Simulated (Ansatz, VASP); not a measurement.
# Cd2C: VASP beside Ansatz

```
C Cd
1.0
     0.00000    2.94365    2.94365
     2.94365    0.00000    2.94365
     2.94365    2.94365    0.00000
C Cd
1 2
Direct
  0.00000 0.00000 0.00000
  0.25000 0.25000 0.25000
  0.75000 0.75000 0.75000
```

Alike in both runs: task single point; functional PBE; k mesh 10 × 10 × 10; occupations fermi-dirac, width 0.15 eV; no spin polarisation.

```csv
,VASP,Ansatz
version,VASP 6.6.1,Ansatz 0.2.0
potentials or method,"VASP PAW PBE potentials, release 64 (C, Cd), cutoff 520 eV","all-electron LAPW, scalar-relativistic"
```

```tsv
	VASP	Ansatz	Ansatz less VASP
pressure (GPa)	0.7	0.1	-0.68
```

Ansatz ran all-electron here, and VASP with PAW potentials.
